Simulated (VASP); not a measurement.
# SnO2 (Pnnm) in VASP: single point with r2SCAN

Aim: the single point of SnO2 with r2SCAN.

Program: VASP 6.6.1. These are calculated values, not measurements. Logs are shortened: lines on timing, memory, paths and dates and some standing lists are left out, and cuts for length are marked.

### 1 The cell of the first run

It takes space group Pnnm (No. 58, orthorhombic). Conventional cell: a = 4.760 Å, b = 4.760 Å, c = 3.201 Å, α = 90.00°, β = 90.00°, γ = 90.00°. Within 2.7 Å of Sn (site symmetry 2/m) lie 6 O at 2.06 to 2.07 Å. O (site symmetry m) has 3 Sn at 2.06 to 2.07 Å and 1 O at 2.61 Å within 2.7 Å.

### 2 Single point, r2SCAN (mode 4 (119.0 1/cm) frozen in, largest displacement -0.050 Å)

File POSCAR:

```
SnO2
1.0
    4.7598181121      0.0000000000      0.0000000000
    0.0000000000      4.7600576133      0.0000000000
    0.0000000000      0.0000000000      3.2007107582
Sn O
2 4
Direct
    0.5000000000      0.5000000000      0.5000000000
    0.0000000000      0.0000000000      0.0000000000
    0.2984341371      0.3133853847      0.0000000000
    0.7984341371      0.1866146153      0.5000000000
    0.2015658629      0.8133853847      0.5000000000
    0.7015658629      0.6866146153      0.0000000000
```

File INCAR.step1:

```
SYSTEM = SnO2
ALGO = Normal
EDIFF = 1E-4
ENCUT = 520
GGA = PE
ISMEAR = 0
LASPH = .TRUE.
LCHARG = .FALSE.
LREAL = .FALSE.
LWAVE = .TRUE.
NBANDS = 35
NELM = 60
PREC = Accurate
SIGMA = 0.05
```

File INCAR.step2:

```
SYSTEM = SnO2
ALGO = Normal
EDIFF = 1E-6
ENCUT = 520
ISIF = 2
ISMEAR = 0
ISTART = 1
LASPH = .TRUE.
LCHARG = .TRUE.
LELF = .TRUE.
LMIXTAU = .TRUE.
LREAL = .FALSE.
LVHAR = .TRUE.
LWAVE = .FALSE.
METAGGA = R2SCAN
NBANDS = 35
NELM = 60
PREC = Accurate
SIGMA = 0.05
```

File KPOINTS:

```
k-points
0
G
  6 6 8
  0 0 0
```

Potentials or basis: VASP PAW PBE potentials, release 64 (Sn_d, O).

On the command line:

```bash
$ cat potpaw_PBE.64/Sn_d/POTCAR potpaw_PBE.64/O/POTCAR > POTCAR
$ cp INCAR.step1 INCAR
$ mpirun -np 1 vasp_std > vasp.out
$ cp INCAR.step2 INCAR
$ mpirun -np 1 vasp_std > vasp.out
```

OUTCAR:

```text
SYSTEM = SnO2
   EDIFF = 1E-6
   ENCUT = 520
   ISIF = 2
   ISMEAR = 0
   ISTART = 1
   LASPH = .TRUE.
   LREAL = .FALSE.
   METAGGA = R2SCAN
   NELM = 60
   PREC = Accurate

 ion  position               nearest neighbor table
   1  0.500  0.500  0.500-   4 2.06   5 2.06   3 2.07   6 2.07   3 2.07   6 2.07   2 3.73   2 3.73
                             2 3.73   2 3.73   2 3.73   2 3.73   2 3.73   2 3.73
   2  0.000  0.000  0.000-   3 2.06   6 2.06   5 2.07   4 2.07   4 2.07   5 2.07   1 3.73   1 3.73
                             1 3.73   1 3.73   1 3.73   1 3.73   1 3.73   1 3.73
   3  0.298  0.313  0.000-   2 2.06   1 2.07   1 2.07
   4  0.798  0.187  0.500-   1 2.06   2 2.07   2 2.07
   5  0.202  0.813  0.500-   1 2.06   2 2.07   2 2.07
   6  0.702  0.687  0.000-   2 2.06   1 2.07   1 2.07

  LATTYP: Found a simple orthorhombic cell.
 ALAT       =     3.2007107582
 B/A-ratio  =     1.4871128545
 C/A-ratio  =     1.4871876820

  Lattice vectors:

 A1 = (   0.0000000000,   0.0000000000,   3.2007107582)
 A2 = (   4.7598181121,   0.0000000000,   0.0000000000)
 A3 = (   0.0000000000,   4.7600576133,   0.0000000000)

Analysis of symmetry for initial positions (statically):
=====================================================================
 Subroutine PRICEL returns:
 Original cell was already a primitive cell.

 Routine SETGRP: Setting up the symmetry group for a
 simple orthorhombic supercell.

 Subroutine GETGRP returns: Found  8 space group operations
 (whereof  4 operations were pure point group operations)
 out of a pool of  8 trial point group operations.

The static configuration has the point symmetry C_2h.
 The point group associated with its full space group is D_2h.

Analysis of symmetry for dynamics (positions and initial velocities):
=====================================================================
 Subroutine PRICEL returns:
 Original cell was already a primitive cell.

 Routine SETGRP: Setting up the symmetry group for a
 simple orthorhombic supercell.

 Subroutine GETGRP returns: Found  8 space group operations
 (whereof  4 operations were pure point group operations)
 out of a pool of  8 trial point group operations.

The dynamic configuration has the point symmetry C_2h.
 The point group associated with its full space group is D_2h.

 Subroutine INISYM returns: Found  8 space group operations
 (whereof  4 operations are pure point group operations),
 and found     1 'primitive' translations

----------------------------------------------------------------------------------------

                                     Primitive cell

  volume of cell :      72.5185

  direct lattice vectors                    reciprocal lattice vectors
     4.759818112  0.000000000  0.000000000     0.210092062  0.000000000  0.000000000
     0.000000000  4.760057613  0.000000000     0.000000000  0.210081491  0.000000000
     0.000000000  0.000000000  3.200710758     0.000000000  0.000000000  0.312430605

  length of vectors
     4.759818112  4.760057613  3.200710758     0.210092062  0.210081491  0.312430605

  position of ions in fractional coordinates (direct lattice)
     0.500000000  0.500000000  0.500000000
     0.000000000  0.000000000  0.000000000
     0.298434137  0.313385385  0.000000000
     0.798434137  0.186614615  0.500000000
     0.201565863  0.813385385  0.500000000
     0.701565863  0.686614615  0.000000000

  ion indices of the primitive-cell ions
   primitive index   ion index
                 1           1
                 2           2
                 3           3
                 4           4
                 5           5
                 6           6

----------------------------------------------------------------------------------------

 KPOINTS: k-points

Automatic generation of k-mesh.
 Grid dimensions read from file:
 generate k-points for:    6    6    8

 Generating k-lattice:

  Cartesian coordinates                     Fractional coordinates (reciprocal lattice)
     0.035015344  0.000000000  0.000000000     0.166666667  0.000000000  0.000000000
     0.000000000  0.035013582  0.000000000     0.000000000  0.166666667  0.000000000
     0.000000000  0.000000000  0.039053826     0.000000000  0.000000000  0.125000000

  Length of vectors
     0.035015344  0.035013582  0.039053826

  Shift w.r.t. Gamma in fractional coordinates (k-lattice)
     0.000000000  0.000000000  0.000000000

 Subroutine IBZKPT returns following result:
 ===========================================

 Found     80 irreducible k-points:

 Following reciprocal coordinates:
            Coordinates               Weight
  0.000000  0.000000  0.000000      1.000000
  0.166667  0.000000  0.000000      2.000000
  0.333333  0.000000  0.000000      2.000000
  0.500000  0.000000  0.000000      1.000000
  0.000000  0.166667  0.000000      2.000000
  0.166667  0.166667  0.000000      4.000000
[... 16 lines left out ...]
  0.333333  0.166667  0.125000      8.000000
  0.500000  0.166667  0.125000      4.000000
 [... further k-points ...]
   k-points           NKPTS =     80   k-points in BZ     NKDIM =     80   number of bands    NBANDS=     35
   number of dos      NEDOS =    301   number of ions     NIONS =      6
   total plane-waves  NPLWV =  31104
   dimension x,y,z NGX =    36 NGY =   36 NGZ =   24
   dimension x,y,z NGXF=    72 NGYF=   72 NGZF=   48
   ions per type =               2   4
   NGX,Y,Z   is equivalent  to a cutoff of  12.57, 12.57, 12.47 a.u.
   NGXF,Y,Z  is equivalent  to a cutoff of  25.15, 25.15, 24.93 a.u.
 SYSTEM =  SnO2
   PREC   = accura    normal or accurate (medium, high low for compatibility)
   ISTART =      1    job   : 0-new  1-cont  2-samecut
   ICHARG =      0    charge: 1-file 2-atom 10-const
   ISPIN  =      1    spin polarized calculation?
   LNONCOLLINEAR =      F non collinear calculations
   LSORBIT =      F    spin-orbit coupling
   LASPH  =      T    aspherical Exc in radial PAW
   ENCUT  =  520.0 eV  38.22 Ry    6.18 a.u.   8.85  8.85  5.95*2*pi/ulx,y,z
   NELM   =     60;   NELMIN=  2; NELMDL=  0     # of ELM steps
   EDIFF  = 0.1E-05   stopping-criterion for ELM
   LREAL  =      F    real-space projection
   EDIFFG = 0.1E-04   stopping-criterion for IOM
   NSW    =      0    number of steps for IOM
   IBRION =     -1    ionic relax: 0-MD 1-quasi-New 2-CG
   NFREE  =      0    steps in history (QN), initial steepest desc. (CG)
   ISIF   =      2    stress and relaxation
   ISYM   =      2    0-nonsym 1-usesym 2-fastsym
   POTIM  = 0.5000    time-step for ionic-motion
   TEBEG  =    0.0;   TEEND  =   0.0 temperature during run
   PSTRESS=    0.0 pullay stress
   NELECT =      52.0000    total number of electrons
   NUPDOWN=      -1.0000    fix difference up-down
   EMIN   =  10.00;   EMAX   =-10.00  energy-range for DOS
   EFERMI =   0.00;   METHOD = LEGACY
   ISMEAR =     0;   SIGMA  =   0.05  broadening in eV -4-tet -1-fermi 0-gaus
   EFERMI_NEDOS =   21; number of points for ismear=-14 and -15
   IALGO  =     38    algorithm
   IMIX   =      4    mixing-type and parameters
     AMIX     =   0.40;   BMIX     =  1.00
     AMIX_MAG =   1.60;   BMIX_MAG =  1.00
  volume/ion in A,a.u.               =      12.09        81.56
  Fermi-wavevector in a.u.,A,eV,Ry     =   1.465299  2.769014 29.213088  2.147101
  Thomas-Fermi vector in A             =   2.581173
   LORBIT       =      0    0 simple, 1 ext, 2 COOP (PROOUT), +10 PAW based schemes
   METAGGA = R2SCAN    functional components
   LHFCALC =     F    Hartree Fock is set to
   AEXX    =    0.0000 exact exchange contribution
   IVDW    =     0    specifies the selected vdW correction
   LEPSILON=     F    determine dielectric tensor
   LRPA    =     F    only Hartree local field effects (RPA)
 non-spin polarized calculation
 Gauss-broadening in eV      SIGMA  =   0.05
  energy-cutoff  :      520.00
  volume of cell :       72.52
 maximum number of plane-waves:      1992
 NGX is ok and might be reduce to    36
   NGX = 17   NGY = 17   NGZ = 11

 number of electron      52.0000017 magnetization

 Free energy of the ion-electron system (eV)
  ---------------------------------------------------
  ext. energy  EPLUGINS =         0.00000000
  ---------------------------------------------------
  free energy    TOTEN  =       -84.62562554 eV

  energy without entropy =      -84.62562554  energy(sigma->0) =      -84.62562554

 E-fermi :   5.8448     XC(G=0): -11.9708

 val. band max:        5.5439739047   @ k =   0.0000   0.0000   0.0000
 cond. band min:       7.3509361142   @ k =   0.0000   0.0000   0.0000
 fundamental gap:      1.8069622096
 Fermi energy:         5.8447559697

 k-point     1 :       0.0000    0.0000    0.0000
  band No.  band energies     occupation
      1     -16.1772      2.00000
      2     -15.2655      2.00000
      3     -14.9684      2.00000
      4     -14.9657      2.00000
      5     -14.9452      2.00000
      6     -14.9056      2.00000
[... 27 lines left out ...]
     34      18.7976      0.00000
     35      18.8664      0.00000

 k-point     2 :       0.1667    0.0000    0.0000
  band No.  band energies     occupation
      1     -16.1298      2.00000
      2     -15.3241      2.00000
      3     -14.9666      2.00000
      4     -14.9642      2.00000
      5     -14.9469      2.00000
      6     -14.9451      2.00000
[... 27 lines left out ...]
     34      18.7282      0.00000
     35      18.8723      0.00000

 k-point     3 :       0.3333    0.0000    0.0000
  band No.  band energies     occupation
      1     -15.9914      2.00000
      2     -15.5223      2.00000
      3     -14.9711      2.00000
      4     -14.9629      2.00000
      5     -14.9614      2.00000
      6     -14.9529      2.00000
[... 27 lines left out ...]
     34      18.6752      0.00000
     35      18.9804      0.00000

 k-point     4 :       0.5000    0.0000    0.0000
  band No.  band energies     occupation
      1     -15.7759      2.00000
      2     -15.7759      2.00000
      3     -14.9633      2.00000
      4     -14.9633      2.00000
      5     -14.9604      2.00000
      6     -14.9604      2.00000
[... 27 lines left out ...]
     34      18.8846      0.00000
     35      19.1037      0.00000

 k-point     5 :       0.0000    0.1667    0.0000
  band No.  band energies     occupation
      1     -16.1303      2.00000
      2     -15.3253      2.00000
      3     -14.9665      2.00000
      4     -14.9642      2.00000
      5     -14.9471      2.00000
      6     -14.9453      2.00000
[... 638 lines left out ...]
 k-point    22 :       0.1667    0.1667    0.1250
  band No.  band energies     occupation
      1     -16.0253      2.00000
      2     -15.3768      2.00000
      3     -15.1552      2.00000
      4     -15.1318      2.00000
      5     -14.9147      2.00000
      6     -14.8837      2.00000
[... 27 lines left out ...]
     34      18.5716      0.00000
     35      18.8025      0.00000

 k-point    23 :       0.3333    0.1667    0.1250
  band No.  band energies     occupation
      1     -15.9248      2.00000
      2     -15.5633      2.00000
      3     -15.1540      2.00000
      4     -15.1395      2.00000
      5     -14.9066      2.00000
      6     -14.8811      2.00000
[... 27 lines left out ...]
     34      18.6611      0.00000
     35      18.9427      0.00000

 k-point    24 :       0.5000    0.1667    0.1250
  band No.  band energies     occupation
      1     -15.7634      2.00000
      2     -15.7634      2.00000
      3     -15.1482      2.00000
      4     -15.1482      2.00000
      5     -14.8929      2.00000
      6     -14.8929      2.00000
[... 27 lines left out ...]
     34      18.8112      0.00000
     35      19.0192      0.00000

 [... further k-points ...]
[... 5 lines left out ...]
  --------------------------------------------------------------------------------------
  -------------------------------------------------------------------------------------
  Total        0.2106985      0.5115538      0.5859585     -0.0000000      0.0000000      0.0000000
  in kB        4.6550349     11.3019367     12.9457872     -0.0000000      0.0000000      0.0000000
  external PRESSURE =       9.6342530 kB  Pullay stress =       0.0000000 kB

 VOLUME and BASIS-vectors are now :
 -----------------------------------------------------------------------------
  energy-cutoff  :      520.00
  volume of cell :       72.52
      direct lattice vectors                 reciprocal lattice vectors
     4.759818112  0.000000000  0.000000000     0.210092062  0.000000000  0.000000000
     0.000000000  4.760057613  0.000000000     0.000000000  0.210081491  0.000000000
     0.000000000  0.000000000  3.200710758     0.000000000  0.000000000  0.312430605

 POSITION                                       TOTAL-FORCE (eV/Angst)
 -----------------------------------------------------------------------------------
      2.37991      2.38003      1.60036        -0.000000      0.000000      0.000000
      0.00000      0.00000      0.00000        -0.000000      0.000000      0.000000
      1.42049      1.49173      0.00000         0.013517     -0.042997      0.000000
      3.80040      0.88830      1.60036         0.013517      0.042997      0.000000
      0.95942      3.87176      1.60036        -0.013517     -0.042997     -0.000000
      3.33933      3.26833      0.00000        -0.013517      0.042997     -0.000000
 -----------------------------------------------------------------------------------
    total drift:                                0.000000      0.000000     -0.000000

  FREE ENERGIE OF THE ION-ELECTRON SYSTEM (eV)
  ---------------------------------------------------
  free  energy   TOTEN  =       -84.6256255406 eV

  energy  without entropy=      -84.6256255406  energy(sigma->0) =      -84.62562554
```

Run time: 7.2 min. Hardware: 1 thread of Intel Xeon 6975P-C (Granite Rapids), shared host; peak memory 0.29 GiB.

What came out:

```
Free energy            : -84.6256 eV
Pressure               : 1.0 GPa
Largest force          : 0.045 eV/Å
Band gap on the k mesh : 1.81 eV, direct
```

Forces on the atoms (eV/Å):
```
Sn   0.000  0.000  0.000
Sn   0.000  0.000  0.000
O    0.014 -0.043  0.000
O    0.014  0.043  0.000
O   -0.014 -0.043  0.000
O   -0.014  0.043  0.000
```

Caveat: the cell differs from its parent crystal (mode 4 (119.0 1/cm) frozen in, largest displacement -0.050 Å); the PAW data sets were made with another functional, which shifts forces and pressure a little; spin-orbit coupling is left out, which moves the levels of the heavy elements.
